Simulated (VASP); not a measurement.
# C (a cell with a defect) in VASP: a series of runs, part 2 of 2

VASP 6.6.1.

## Step 3: Single point, PBEsol

File INCAR:

```
SYSTEM = C
PREC     = Accurate       ! precision mode
ENCUT    = 520            ! plane-wave cutoff, eV
EDIFF    = 1E-6           ! SCF threshold, eV
ISMEAR   = 0              ! smearing method
SIGMA    = 0.05           ! smearing width, eV
LREAL    = Auto         
LASPH    = .TRUE.         ! aspherical terms in the spheres
NELM     = 80             ! most SCF steps
ALGO     = Normal         ! electronic algorithm
ISIF     = 2              ! what is computed and relaxed
LWAVE    = .FALSE.        ! write WAVECAR
LCHARG   = .FALSE.        ! write CHGCAR
GGA      = PS             ! functional
NBANDS   = 43             ! bands
```

File KPOINTS:

```
Automatic mesh
0
G
  6 6 6
  0 0 0
```

File POSCAR:

```
C
1.0
    0.0000000000      3.5537981836     -3.5537981836
   -3.5537981836      0.0000000000     -3.5537981836
   -3.5537981836      3.5537981836      0.0000000000
C
15
Direct
    0.2500000000      0.7500000000      0.2500000000
    0.7500000000      0.2500000000      0.2500000000
    0.2500000000      0.2500000000      0.2500000000
    0.7500000000      0.7500000000      0.7500000000
    0.2500000000      0.7500000000      0.7500000000
    0.7500000000      0.2500000000      0.7500000000
    0.2500000000      0.2500000000      0.7500000000
    0.8750000000      0.3750000000      0.3750000000
    0.3750000000      0.3750000000      0.3750000000
    0.7477113725      0.7477113725      0.4889522550
    0.3750000000      0.8750000000      0.3750000000
    0.8750000000      0.3750000000      0.8750000000
    0.3750000000      0.3750000000      0.8750000000
    0.8750000000      0.8750000000      0.8750000000
    0.3750000000      0.8750000000      0.8750000000
```

Potentials or basis: VASP PAW PBE potentials, release 64 (C).

The run is started by

```sh
> cat potpaw_PBE.64/C/POTCAR > POTCAR
> mpirun -np 1 vasp_std > vasp.out
```

OUTCAR:

```text
SYSTEM = C
   PREC = Accurate
   ENCUT = 520
   EDIFF = 1E-6
   ISMEAR = 0
   LREAL = Auto
   LASPH = .TRUE.
   NELM = 80
   ISIF = 2
   GGA = PS

 ion  position               nearest neighbor table
   1  0.250  0.750  0.250-  11 1.54   9 1.54  15 1.54
   2  0.750  0.250  0.250-   8 1.54   9 1.54  12 1.54
   3  0.250  0.250  0.250-   9 1.54   8 1.54  11 1.54  13 1.54
   4  0.750  0.750  0.750-  10 1.32  14 1.54  12 1.54  15 1.54
   5  0.250  0.750  0.750-  15 1.54  13 1.54  14 1.54  11 1.54
   6  0.750  0.250  0.750-  12 1.54   8 1.54  13 1.54  14 1.54
   7  0.250  0.250  0.750-  13 1.54  12 1.54   9 1.54  15 1.54
   8  0.875  0.375  0.375-   2 1.54   3 1.54   6 1.54  10 1.94
   9  0.375  0.375  0.375-   3 1.54   2 1.54   1 1.54   7 1.54
  10  0.748  0.748  0.489-   4 1.32   8 1.94  11 1.94  12 2.02  15 2.02
  11  0.375  0.875  0.375-   1 1.54   3 1.54   5 1.54  10 1.94
  12  0.875  0.375  0.875-   6 1.54   4 1.54   2 1.54   7 1.54  10 2.02
  13  0.375  0.375  0.875-   7 1.54   5 1.54   6 1.54   3 1.54
  14  0.875  0.875  0.875-   4 1.54   5 1.54   6 1.54
  15  0.375  0.875  0.875-   5 1.54   4 1.54   1 1.54   7 1.54  10 2.02

  LATTYP: Found a face centered cubic cell.
 ALAT       =     7.1075963672

  Lattice vectors:

 A1 = (   0.0000000000,   3.5537981836,  -3.5537981836)
 A2 = (  -3.5537981836,   0.0000000000,  -3.5537981836)
 A3 = (  -3.5537981836,   3.5537981836,   0.0000000000)

Analysis of symmetry for initial positions (statically):
=====================================================================
 Subroutine PRICEL returns:
 Original cell was already a primitive cell.

 Routine SETGRP: Setting up the symmetry group for a
 face centered cubic supercell.

 Subroutine GETGRP returns: Found  2 space group operations
 (whereof  2 operations were pure point group operations)
 out of a pool of 48 trial point group operations.

The static configuration has the point symmetry C_1h.

Analysis of symmetry for dynamics (positions and initial velocities):
[... 180 lines left out ...]
  ext. energy  EPLUGINS =         0.00000000
  ---------------------------------------------------
  free energy    TOTEN  =      -131.79204000 eV

  energy without entropy =     -131.78994707  energy(sigma->0) =     -131.79099353

 E-fermi :   9.5017     XC(G=0): -13.1972

 val. band max:        9.4877952580   @ k =   0.5000   0.3333   0.1667
 cond. band min:       9.5183571971   @ k =   0.0000   0.5000   0.3333
 fundamental gap:      0.0305619391
 Fermi energy:         9.5017061394

 k-point     1 :       0.0000    0.0000    0.0000
  band No.  band energies     occupation
      1     -12.5126      2.00000
      2      -7.9922      2.00000
      3      -6.8681      2.00000
      4      -6.3695      2.00000
      5      -5.7434      2.00000
      6      -4.9448      2.00000
[... 1069 lines left out ...]
     41      17.8314      0.00000
     42      18.2382      0.00000

 [... further k-points ...]

 [bands above 42 left out]

------------------------ aborting loop because EDIFF is reached ----------------------------------------

  FORCE on cell =-STRESS in cart. coord.  units (eV):
  Direction    XX          YY          ZZ          XY          YZ          ZX
  --------------------------------------------------------------------------------------
  -------------------------------------------------------------------------------------
  Total        2.6729724      2.6729724     -1.6606535      2.2572999      9.4235139     -9.4235174
  in kB       47.7086117     47.7086117    -29.6402143     40.2894703    168.1958125   -168.1958751
  external PRESSURE =      21.9256697 kB  Pullay stress =       0.0000000 kB

 VOLUME and BASIS-vectors are now :
 -----------------------------------------------------------------------------
  energy-cutoff  :      520.00
  volume of cell :       89.77
      direct lattice vectors                 reciprocal lattice vectors
     0.000000000  3.553798184 -3.553798184     0.140694540  0.140694540 -0.140694540
    -3.553798184  0.000000000 -3.553798184    -0.140694540 -0.140694540 -0.140694540
    -3.553798184  3.553798184  0.000000000    -0.140694540  0.140694540  0.140694540

 POSITION                                       TOTAL-FORCE (eV/Angst)
 -----------------------------------------------------------------------------------
     -3.55380      1.77690     -3.55380         1.852920      2.041809     -1.437503
     -1.77690      3.55380     -3.55380        -2.041809     -1.852920     -1.437503
     -1.77690      1.77690     -1.77690        -0.244441      0.244441     -0.307245
     -5.33070      5.33070     -5.33070        -4.474355      4.474355      2.595893
     -5.33070      3.55380     -3.55380        -1.172911     -0.098691      1.614211
     -3.55380      5.33070     -3.55380         0.098691      1.172911      1.614211
     -3.55380      3.55380     -1.77690         0.102673     -0.102673     -0.472491
     -2.66535      4.44225     -4.44225         1.007407      2.397089      1.037906
     -2.66535      2.66535     -2.66535         0.143409     -0.143409      0.190164
     -4.39485      4.39485     -5.31443         7.383286     -7.383286     -7.456975
     -4.44225      2.66535     -4.44225        -2.397089     -1.007407      1.037906
     -4.44225      6.21915     -4.44225         0.260208      2.800925      2.416134
     -4.44225      4.44225     -2.66535         0.044161     -0.044161      0.019015
     -6.21915      6.21915     -6.21915         2.238774     -2.238774     -1.829859
     -6.21915      4.44225     -4.44225        -2.800925     -0.260208      2.416134
 -----------------------------------------------------------------------------------
    total drift:                               -0.000346      0.000346      0.000379

  FREE ENERGIE OF THE ION-ELECTRON SYSTEM (eV)
  ---------------------------------------------------
  free  energy   TOTEN  =      -131.7920399958 eV

  energy  without entropy=     -131.7899470704  energy(sigma->0) =     -131.79099353
```

stdout:

```text
POSCAR found type information on POSCAR C
 POSCAR found :  1 types and      15 ions
 scaLAPACK will be used
 -----------------------------------------------------------------------------
|                                                                             |
|                                                                             |
|     You enforced a specific xc type in the INCAR file but a different       |
|     I HOPE YOU KNOW WHAT YOU ARE DOING!                                     |
|                                                                             |
 -----------------------------------------------------------------------------

 LDA part: xc-table for (Slater+PW92), standard interpolation
 POSCAR, INCAR and KPOINTS ok, starting setup
 FFT: planning ... GRIDC
 FFT: planning ... GRID_SOFT
 FFT: planning ... GRID
 WAVECAR not read
 entering main loop
```

Run time: 8 min. Hardware: 1 thread of AMD EPYC 7R43 (Zen 3), shared host; peak memory 0.28 GiB.

Results:

- Free energy: -131.7920 eV
- Pressure: 2.2 GPa
- Largest force: 12.831 eV/Å
- Band gap on the k mesh: zero (bands 30 and 31 overlap by 0.87 eV)

Forces on the atoms (eV/Å):
```
C    1.853  2.042 -1.438
C   -2.042 -1.853 -1.438
C   -0.244  0.244 -0.307
C   -4.474  4.474  2.596
C   -1.173 -0.099  1.614
C    0.099  1.173  1.614
C    0.103 -0.103 -0.472
C    1.007  2.397  1.038
C    0.143 -0.143  0.190
C    7.383 -7.383 -7.457
C   -2.397 -1.007  1.038
C    0.260  2.801  2.416
C    0.044 -0.044  0.019
C    2.239 -2.239 -1.830
C   -2.801 -0.260  2.416
```

Caveat: the cell differs from its parent crystal (atoms taken out, atom 10 moved 0.375 of the way to it and +0.700 Å across, host rigid); the PAW data sets were made with another functional, which shifts forces and pressure a little.

## Step 4: Single point, PBEsol

File INCAR:

```
SYSTEM = C
PREC = Accurate
ENCUT = 520
EDIFF = 1E-6
ISMEAR = 0
SIGMA = 0.05
LREAL = Auto
LASPH = .TRUE.
NELM = 60
ALGO = Normal
ISIF = 2
LWAVE = .FALSE.
LCHARG = .FALSE.
GGA = PS
NBANDS = 43
```

KPOINTS is that of step 3.

POSCAR: that of step 3 with these lines changed.

```diff
@@ -17,3 +17,3 @@
     0.3750000000      0.3750000000      0.3750000000
-    0.7477113725      0.7477113725      0.4889522550
+    0.7678147794      0.7678147794      0.4487454412
     0.3750000000      0.8750000000      0.3750000000
```

The run is started by

```sh
> cat potpaw_PBE.64/C/POTCAR > POTCAR
> mpirun -np 1 vasp_std > vasp.out
```

Wall time 8.9 min (1 thread of AMD EPYC 7R43 (Zen 3), shared host); peak memory 0.28 GiB.

Results (log left out):

```yaml
Free_energy: -133.6174 eV
Pressure: -4.2 GPa
Largest_force: 8.637 eV/Å
Band_gap_on_the_k_mesh: zero (bands 30 and 31 overlap by 1.66 eV)
```

Forces on the atoms (eV/Å):
```
C    1.980  1.605 -0.860
C   -1.605 -1.980 -0.860
C   -0.209  0.209 -0.333
C   -1.774  1.774  3.345
C   -1.065  0.235  1.194
C   -0.235  1.065  1.194
C    0.052 -0.052 -0.304
C    0.941  2.603  0.966
C    0.137 -0.137  0.073
C    3.729 -3.729 -6.840
C   -2.603 -0.941  0.966
C    0.048  2.047  1.863
C    0.099 -0.099 -0.042
C    2.552 -2.552 -2.226
C   -2.047 -0.048  1.863
```

Stress tensor (GPa, compression positive):
```
 -1.72   8.04 -17.50
  8.04  -1.72  17.50
-17.50  17.50  -9.15
```

Levels at points of the mesh, in eV from the Fermi level:
```
           k point  band 27  band 28  band 29  band 30  band 31  band 32  band 33  band 34
(0.00, 0.00, 0.00)    -1.45    -1.27    -1.26     1.26     1.47     1.89     3.38     3.50
(0.50, 0.00, 0.00)    -3.22    -2.26    -2.09    -1.60     0.85     2.01     3.02     4.66
(0.00, 0.00, 0.50)    -2.57    -2.31    -2.30    -2.09     2.32     2.38     3.35     3.62
(0.50, 0.50, 0.50)    -3.73    -1.25    -1.11    -0.33     0.45     1.06     3.98     4.64
(0.50, 0.50, 0.00)    -3.48    -3.36    -1.32    -1.11    -0.39     0.77     3.60     4.46
(0.00, 0.50, 0.50)    -3.80    -3.44    -1.82    -1.13    -0.02     2.45     2.84     3.87
```

Caveat: the cell differs from its parent crystal (atoms taken out, atom 10 moved 0.375 of the way to it and +0.525 Å across, host rigid); the PAW data sets were made with another functional, which shifts forces and pressure a little.

## Step 5: Summary

```csv
cell,gap on the mesh (eV),pressure (GPa),largest force (eV/Å)
"as given, atomic positions A",none,-4.7,6.74
"as given, atomic positions B",none,2.2,12.83
"as given, atomic positions C",none,-4.2,8.64
```

Alike in all rows: task single point; level PBEsol; potentials or basis VASP PAW PBE potentials, release 64 (C); no spin polarisation; k mesh 6 × 6 × 6; cutoff (eV) 520; smearing gaussian 0.05 eV.

Caveats: the PAW data sets were made with another functional, which shifts forces and pressure a little.

Absolute energies hang on the potentials; compare differences alone.

The gap in the log of VASP goes by the Fermi energy; the results here count the filled bands.